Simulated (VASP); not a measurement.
# Ta (Im-3m) in VASP: notebook, part 2 of 2

VASP 6.6.1.

## (5) Single point, PBE

This run uses another cell than the first one, of 18.31 Å³/atom, 1.190 times its volume.

File INCAR:

```
SYSTEM = Ta
PREC = Accurate
ENCUT = 520
EDIFF = 1E-6
ISMEAR = -1
SIGMA = 0.05
LREAL = .False.
LASPH = .True.
NELM = 80
ALGO = Normal
ISIF = 2
LWAVE = .False.
LCHARG = .False.
GGA = PE
NBANDS = 12
```

File KPOINTS:

```
regular mesh
0
Gamma
  16 16 16
  0 0 0
```

File POSCAR:

```
Ta
1.0
   -1.6604105026      1.6604105026      1.6604105026
    1.6604105026     -1.6604105026      1.6604105026
    1.6604105026      1.6604105026     -1.6604105026
Ta
1
Direct
    0.0000000000      0.0000000000      0.0000000000
```

Potentials or basis: VASP PAW PBE potentials, release 64 (Ta_pv).

Started as:

```sh
> cat potpaw_PBE.64/Ta_pv/POTCAR > POTCAR
> mpirun -np 1 vasp_std > vasp.out
```

OUTCAR:

```text
SYSTEM = Ta
   PREC = Accurate
   ENCUT = 520
   EDIFF = 1E-6
   ISMEAR = -1
   LREAL = .False.
   LASPH = .True.
   NELM = 80
   ISIF = 2
   GGA = PE

 ion  position               nearest neighbor table
   1  0.000  0.000  0.000-

  LATTYP: Found a body centered cubic cell.
 ALAT       =     3.3208210052

  Lattice vectors:

 A1 = (  -1.6604105026,   1.6604105026,   1.6604105026)
 A2 = (   1.6604105026,  -1.6604105026,   1.6604105026)
 A3 = (   1.6604105026,   1.6604105026,  -1.6604105026)

Analysis of symmetry for initial positions (statically):
=====================================================================
 Subroutine PRICEL returns:
 Original cell was already a primitive cell.

 Routine SETGRP: Setting up the symmetry group for a
 body centered cubic supercell.

 Subroutine GETGRP returns: Found 48 space group operations
 (whereof 48 operations were pure point group operations)
 out of a pool of 48 trial point group operations.

The static configuration has the point symmetry O_h .

Analysis of symmetry for dynamics (positions and initial velocities):
=====================================================================
 Subroutine PRICEL returns:
 Original cell was already a primitive cell.

 Routine SETGRP: Setting up the symmetry group for a
 body centered cubic supercell.

 Subroutine GETGRP returns: Found 48 space group operations
 (whereof 48 operations were pure point group operations)
 out of a pool of 48 trial point group operations.

The dynamic configuration has the point symmetry O_h .

 Subroutine INISYM returns: Found 48 space group operations
 (whereof 48 operations are pure point group operations),
 and found     1 'primitive' translations

----------------------------------------------------------------------------------------

                                     Primitive cell

  volume of cell :      18.3108

  direct lattice vectors                    reciprocal lattice vectors
    -1.660410503  1.660410503  1.660410503     0.000000000  0.301130353  0.301130353
     1.660410503 -1.660410503  1.660410503     0.301130353  0.000000000  0.301130353
     1.660410503  1.660410503 -1.660410503     0.301130353  0.301130353  0.000000000

  length of vectors
     2.875915352  2.875915352  2.875915352     0.425862629  0.425862629  0.425862629

  position of ions in fractional coordinates (direct lattice)
     0.000000000  0.000000000  0.000000000

  ion indices of the primitive-cell ions
   primitive index   ion index
                 1           1

----------------------------------------------------------------------------------------

 KPOINTS: regular mesh

Automatic generation of k-mesh.
 Grid dimensions read from file:
 generate k-points for:   16   16   16

 Generating k-lattice:

  Cartesian coordinates                     Fractional coordinates (reciprocal lattice)
     0.000000000  0.018820647  0.018820647     0.062500000  0.000000000  0.000000000
     0.018820647  0.000000000  0.018820647     0.000000000  0.062500000  0.000000000
     0.018820647  0.018820647  0.000000000     0.000000000  0.000000000  0.062500000

  Length of vectors
     0.026616414  0.026616414  0.026616414

  Shift w.r.t. Gamma in fractional coordinates (k-lattice)
     0.000000000  0.000000000  0.000000000

 Subroutine IBZKPT returns following result:
 ===========================================

 Found    145 irreducible k-points:

 Following reciprocal coordinates:
            Coordinates               Weight
  0.000000  0.000000  0.000000      1.000000
  0.062500  0.000000  0.000000     12.000000
  0.125000  0.000000  0.000000     12.000000
  0.187500  0.000000  0.000000     12.000000
  0.250000  0.000000  0.000000     12.000000
  0.312500  0.000000  0.000000     12.000000
[... 16 lines left out ...]
  0.187500  0.187500  0.000000     24.000000
  0.250000  0.187500  0.000000     48.000000
 [... further k-points ...]
   k-points           NKPTS =    145   k-points in BZ     NKDIM =    145   number of bands    NBANDS=     12
   number of dos      NEDOS =    301   number of ions     NIONS =      1
   total plane-waves  NPLWV =  13824
   dimension x,y,z NGX =    24 NGY =   24 NGZ =   24
   dimension x,y,z NGXF=    48 NGYF=   48 NGZF=   48
   ions per type =               1
   NGX,Y,Z   is equivalent  to a cutoff of  13.87, 13.87, 13.87 a.u.
   NGXF,Y,Z  is equivalent  to a cutoff of  27.75, 27.75, 27.75 a.u.
 SYSTEM =  Ta
   PREC   = accura    normal or accurate (medium, high low for compatibility)
   ISTART =      0    job   : 0-new  1-cont  2-samecut
   ICHARG =      2    charge: 1-file 2-atom 10-const
   ISPIN  =      1    spin polarized calculation?
   LNONCOLLINEAR =      F non collinear calculations
   LSORBIT =      F    spin-orbit coupling
   LASPH  =      T    aspherical Exc in radial PAW
   ENCUT  =  520.0 eV  38.22 Ry    6.18 a.u.   5.35  5.35  5.35*2*pi/ulx,y,z
   NELM   =     80;   NELMIN=  2; NELMDL= -5     # of ELM steps
   EDIFF  = 0.1E-05   stopping-criterion for ELM
   LREAL  =      F    real-space projection
   EDIFFG = 0.1E-04   stopping-criterion for IOM
   NSW    =      0    number of steps for IOM
   IBRION =     -1    ionic relax: 0-MD 1-quasi-New 2-CG
   NFREE  =      0    steps in history (QN), initial steepest desc. (CG)
   ISIF   =      2    stress and relaxation
   ISYM   =      2    0-nonsym 1-usesym 2-fastsym
   POTIM  = 0.5000    time-step for ionic-motion
   TEBEG  =    0.0;   TEEND  =   0.0 temperature during run
   PSTRESS=    0.0 pullay stress
   NELECT =      11.0000    total number of electrons
   NUPDOWN=      -1.0000    fix difference up-down
   EMIN   =  10.00;   EMAX   =-10.00  energy-range for DOS
   EFERMI =   0.00;   METHOD = LEGACY
   ISMEAR =    -1;   SIGMA  =   0.05  broadening in eV -4-tet -1-fermi 0-gaus
   EFERMI_NEDOS =   21; number of points for ismear=-14 and -15
   IALGO  =     38    algorithm
   IMIX   =      4    mixing-type and parameters
     AMIX     =   0.40;   BMIX     =  1.00
     AMIX_MAG =   1.60;   BMIX_MAG =  1.00
  volume/ion in A,a.u.               =      18.31       123.57
  Fermi-wavevector in a.u.,A,eV,Ry     =   1.381350  2.610372 25.961638  1.908127
  Thomas-Fermi vector in A             =   2.506142
   LORBIT       =      0    0 simple, 1 ext, 2 COOP (PROOUT), +10 PAW based schemes
   GGA     = PE    functional components
   LHFCALC =     F    Hartree Fock is set to
   AEXX    =    0.0000 exact exchange contribution
   IVDW    =     0    specifies the selected vdW correction
   LEPSILON=     F    determine dielectric tensor
   LRPA    =     F    only Hartree local field effects (RPA)
 non-spin polarized calculation
  energy-cutoff  :      520.00
  volume of cell :       18.31
 maximum number of plane-waves:       531
 NGX is ok and might be reduce to    24
   NGX = 11   NGY = 11   NGZ = 11

 number of electron      11.0000000 magnetization

 Free energy of the ion-electron system (eV)
  ---------------------------------------------------
  ext. energy  EPLUGINS =         0.00000000
  ---------------------------------------------------
  free energy    TOTEN  =       -11.81562515 eV

  energy without entropy =      -11.80281102  energy(sigma->0) =      -11.80921809

 E-fermi :   5.3392     XC(G=0): -12.5351

 val. band max:        5.3385156299   @ k =  -0.1875   0.2500   0.1250
 cond. band min:       5.3509724388   @ k =  -0.3125   0.4375   0.1250
 fundamental gap:      0.0124568089
 Fermi energy:         5.3392230374

 k-point     1 :       0.0000    0.0000    0.0000
  band No.  band energies     occupation
      1     -27.7897      2.00000
      2     -27.7897      2.00000
      3     -27.7897      2.00000
      4      -2.4990      2.00000
      5       6.0845      0.00000
      6       6.0845      0.00000
      7       6.0845      0.00000
      8       9.2999      0.00000
      9       9.2999      0.00000
     10      19.9851      0.00000
     11      20.2874      0.00000
     12      20.2874      0.00000
[... 331 lines left out ...]
 k-point    24 :       0.2500    0.1875    0.0000
  band No.  band energies     occupation
      1     -28.6642      2.00000
      2     -28.1519      2.00000
      3     -27.8855      2.00000
      4       1.6834      2.00000
      5       4.1305      2.00000
      6       4.7574      1.99998
      7       8.6560      0.00000
      8      10.1151      0.00000
      9      11.9619      0.00000
     10      17.9545      0.00000
     11      19.9903      0.00000
     12      20.7245      0.00000

 [... further k-points ...]

------------------------ aborting loop because EDIFF is reached ----------------------------------------

  FORCE on cell =-STRESS in cart. coord.  units (eV):
  Direction    XX          YY          ZZ          XY          YZ          ZX
  --------------------------------------------------------------------------------------
  -------------------------------------------------------------------------------------
  Total        0.0103943      0.0103943      0.0103943      0.0000000      0.0000000      0.0000000
  in kB        0.9094938      0.9094938      0.9094938      0.0000000      0.0000000      0.0000000
  external PRESSURE =       0.9094938 kB  Pullay stress =       0.0000000 kB

 VOLUME and BASIS-vectors are now :
 -----------------------------------------------------------------------------
  energy-cutoff  :      520.00
  volume of cell :       18.31
      direct lattice vectors                 reciprocal lattice vectors
    -1.660410503  1.660410503  1.660410503     0.000000000  0.301130353  0.301130353
     1.660410503 -1.660410503  1.660410503     0.301130353  0.000000000  0.301130353
     1.660410503  1.660410503 -1.660410503     0.301130353  0.301130353  0.000000000

 POSITION                                       TOTAL-FORCE (eV/Angst)
 -----------------------------------------------------------------------------------
      0.00000      0.00000      0.00000         0.000000     -0.000000      0.000000
 -----------------------------------------------------------------------------------
    total drift:                                0.000000      0.000000      0.000000

  FREE ENERGIE OF THE ION-ELECTRON SYSTEM (eV)
  ---------------------------------------------------
  free  energy   TOTEN  =       -11.8156251507 eV

  energy  without entropy=      -11.8028110219  energy(sigma->0) =      -11.80921809
```

OSZICAR:

```text
N       E                     dE             d eps       ncg     rms          rms(c)
DAV:   1     0.614299278157E+02    0.61430E+02   -0.60520E+03  3480   0.870E+02
DAV:   2    -0.113009045008E+02   -0.72731E+02   -0.71042E+02  3896   0.245E+02
DAV:   3    -0.122905856240E+02   -0.98968E+00   -0.98320E+00  4128   0.272E+01
DAV:   4    -0.122933827295E+02   -0.27971E-02   -0.27968E-02  3936   0.158E+00
DAV:   5    -0.122933932578E+02   -0.10528E-04   -0.10529E-04  4128   0.915E-02    0.131E+01
DAV:   6    -0.119262346239E+02    0.36716E+00   -0.29582E-01  4096   0.588E+00    0.632E+00
DAV:   7    -0.118165450280E+02    0.10969E+00   -0.26955E-01  3964   0.519E+00    0.374E-01
DAV:   8    -0.118156572180E+02    0.88781E-03   -0.79155E-03  3896   0.746E-01    0.187E-01
DAV:   9    -0.118156325179E+02    0.24700E-04   -0.15568E-04  4044   0.131E-01    0.274E-02
DAV:  10    -0.118156247602E+02    0.77577E-05   -0.47176E-06  3888   0.227E-02    0.258E-03
DAV:  11    -0.118156251507E+02   -0.39054E-06   -0.22623E-07  2248   0.548E-03
   1 F= -.11815625E+02 E0= -.11809218E+02  d E =-.128141E-01
```

Wall time 30 s (1 thread of Intel Xeon 8259CL, shared host); peak memory 0.16 GiB.

What came out:

```
Free energy : -11.8156 eV
Pressure    : 0.1 GPa
```

Levels at points of the mesh, in eV from the Fermi level:
```csv
k point,band 3,band 4,band 5,band 6,band 7,band 8
"(0.00, 0.00, 0.00)",-33.13,-7.84,0.75,0.75,0.75,3.96
"(0.50, 0.00, 0.00)",-33.14,-4.29,-1.48,1.53,3.83,4.84
"(0.50, 0.50, 0.50)",-33.91,-3.69,-3.69,6.71,6.71,6.71
```

Caveat: spin-orbit coupling is left out, which moves the levels of the heavy elements.

## (6) The runs side by side

| cell | gap on the mesh (eV) | pressure (GPa) |
| --- | --- | --- |
| a = 2.714 Å, angles 109.5°, 1 atom | none | 46.5 |
| a = 2.797 Å, angles 109.5°, 1 atom | none | 18.9 |
| a = 2.876 Å, angles 109.5°, 1 atom | none | 0.1 |

Alike in all rows: task single point; level PBE; potentials or basis VASP PAW PBE potentials, release 64 (Ta_pv); no spin polarisation; k mesh 16 × 16 × 16; cutoff (eV) 520; smearing fermi-dirac 0.05 eV.

Caveats: spin-orbit coupling is left out, which moves the levels of the heavy elements.

Total energies depend on the potentials used, so only differences within one code and one set of settings carry meaning.
